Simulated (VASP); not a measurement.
Wanted: the native input for a VASP 6.6.1 run.

* Task: single point
* Functional: PBEsol
* Potentials or basis: VASP PAW PBE potentials, release 64 (Te, Mo_sv)
* Cutoff: 520 eV
* k mesh: 9 × 9 × 2
* Occupations: fermi-dirac, width 0.05 eV
* Spin: no spin polarisation
* Dipole correction: no
* Further INCAR settings: ALGO = Normal; EDIFF = 1e-06; NBANDS = 20

The structure of Te2Mo lies in POSCAR:

```
Te2Mo
1.0
    3.6070833553      0.0000000000      0.0000000000
   -1.8035416776      3.1238258192      0.0000000000
    0.0000000000      0.0000000000     17.7546639734
Te Mo
2 1
Direct
    0.3333333333      0.6666666667      0.1021445500
    0.3333333333      0.6666666667      0.8978554500
    0.0000000000      0.0000000000      0.0000000000
```

This cell differs from its parent crystal: volume scaled by 1.04.

The input as run:

INCAR

```
SYSTEM = Te2Mo
PREC = Accurate
ENCUT = 520
EDIFF = 1E-6
ISMEAR = -1
SIGMA = 0.05
LREAL = .FALSE.
LASPH = .TRUE.
NELM = 60
ALGO = Normal
ISIF = 2
LWAVE = .FALSE.
LCHARG = .FALSE.
GGA = PS
NBANDS = 20
```

KPOINTS

```
regular mesh
0
G
  9 9 2
  0 0 0
```

Potentials or basis: VASP PAW PBE potentials, release 64 (Te, Mo_sv).

The run is started by

```bash
$ cat potpaw_PBE.64/Te/POTCAR potpaw_PBE.64/Mo_sv/POTCAR > POTCAR
$ mpirun -np 1 vasp_std > vasp.out
```

Results of the run:

| Property | Result |
| --- | --- |
| Largest force | 0.664 eV/Å |
| Band gap on the k mesh | 0.99 eV, direct |

Caveat: the PAW data sets were made with another functional, which shifts forces and pressure a little; spin-orbit coupling is left out, which moves the levels of the heavy elements.

Wall time 86 s on 1 thread of Intel(R) Xeon(R) Platinum 8488C (Sapphire Rapids), with other jobs on the host, peak memory 0.36 GiB.
